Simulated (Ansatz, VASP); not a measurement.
# AlN in VASP and in Ansatz

The input INCAR:

```
SYSTEM = AlN
PREC = Accurate
ENCUT = 520
EDIFF = 1E-7
ISMEAR = -1
SIGMA = 0.05
LREAL = .FALSE.
LASPH = .TRUE.
NELM = 60
ALGO = Normal
ISIF = 2
LWAVE = .FALSE.
LCHARG = .FALSE.
GGA = RP
IVDW = 12
NBANDS = 16
```

File KPOINTS:

```
Automatic mesh
0
G
  10 10 6
  0 0 0
```

POSCAR

```
AlN
1.0
    3.1336164949      0.0000000000      0.0000000000
   -1.5668082474      2.7137914903      0.0000000000
    0.0000000000      0.0000000000      5.0139877163
Al N
2 2
Direct
    0.6666666667      0.3333333333      0.5000000000
    0.3333333333      0.6666666667      0.0000000000
    0.6666666667      0.3333333333      0.8800000000
    0.3333333333      0.6666666667      0.3800000000
```

Contents of input.yaml:

```yaml
crystal:
  lattice:
    - [3.1336164949, 0.0, 0.0]
    - [-1.5668082474, 2.7137914903, 0.0]
    - [0.0, 0.0, 5.0139877163]
  atoms:
    - { symbol: Al, position: [0.6666666667, 0.3333333333, 0.5] }
    - { symbol: Al, position: [0.3333333333, 0.6666666667, 0.0] }
    - { symbol: "N", position: [0.6666666667, 0.3333333333, 0.88] }
    - { symbol: "N", position: [0.3333333333, 0.6666666667, 0.38] }
hamiltonian:
  xc: rpbe
  pseudopotentials: { kind: paw }
  dispersion: d3bj
kpoints:
  mp_grid: { grid: [10, 10, 6] }
scf:
  occupations: { method: fermi_dirac, width: 0.05 }
output:
  forces: true
  stress: true
  eigenvalues: true
  write_density: true
  write_potential: true
  elf: true
  volumetric_format: npy
```

Alike in both runs: task single point; functional RPBE; dispersion D3(BJ); k mesh 10 × 10 × 6; occupations fermi-dirac, width 0.05 eV; no spin polarisation.

|  | VASP | Ansatz |
| --- | --- | --- |
| version | VASP 6.6.1 | Ansatz 0.2.0 |
| potentials or method | VASP PAW PBE potentials, release 64 (Al, N) | Ansatz PAW |
| plane-wave cutoff (eV) | 520 | 420 |
| valence electrons in the cell | 16 | 16 |

```tsv
	VASP	Ansatz	Ansatz less VASP
gap on the k mesh at the Fermi level (eV)	4.10	4.08	-0.022
least direct gap on the mesh (eV)	4.10	4.08	-0.022
pressure (GPa)	-17.6	-17.0	+0.66
traceless stress, the component that is largest in VASP (GPa)	0.88	0.83	-0.051
rms of the force components (eV/Å)	0.079	0.080	+0.0008
```

VASP's potentials were made for PBE, not for RPBE. Atom by atom the forces differ by 0.001 eV/Å (rms over components).
